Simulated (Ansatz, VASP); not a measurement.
## Two plane-wave programs on TaSi2

```
CELL_PARAMETERS angstrom
4.76086 0.00000 0.00000
-2.38043 4.12303 0.00000
0.00000 0.00000 6.55578
ATOMIC_POSITIONS crystal
Ta 0.51364 0.02729 0.50000
Ta 0.51364 0.48636 0.83333
Ta 0.97271 0.48636 0.16667
Si 0.16960 0.33920 0.50000
Si 0.85106 0.14894 0.83333
Si 0.66080 0.83040 0.16667
Si 0.85106 0.70213 0.50000
Si 0.16960 0.83040 0.83333
Si 0.29787 0.14894 0.16667
```

Change from the starting cell: mode 4 (107.0 1/cm) frozen in, largest displacement +0.113 Å.

Alike in both runs: task single point; functional PBEsol; k mesh 12 × 12 × 6; occupations gaussian, width 0.15 eV; no spin polarisation.

```csv
,VASP,Ansatz
version,VASP 6.6.1,Ansatz 0.2.0
potentials or method,"VASP PAW PBE potentials, release 64 (Ta_pv, Si), cutoff 520 eV","scalar-relativistic, plane waves, PAW"
valence electrons in the cell,57,63
```

```csv
,VASP,Ansatz,Ansatz less VASP
gap on the k mesh at the Fermi level (eV),none,none,-
pressure (GPa),0.6,0.3,-0.32
"traceless stress, the component that is largest in VASP (GPa)",0.09,0.03,-0.061
rms of the force components (eV/Å),0.295,0.295,-0.0002
```

VASP's potentials were made for PBE, not for PBEsol. Atom by atom the forces differ by 0.001 eV/Å (rms over components). A gap of «none» marks a metal or a gap that the smearing closes. VASP's potentials hold 57 valence electrons a cell and Ansatz's 63, so a difference there can come from the potentials and not from the codes.

Neither program's run includes spin-orbit coupling.
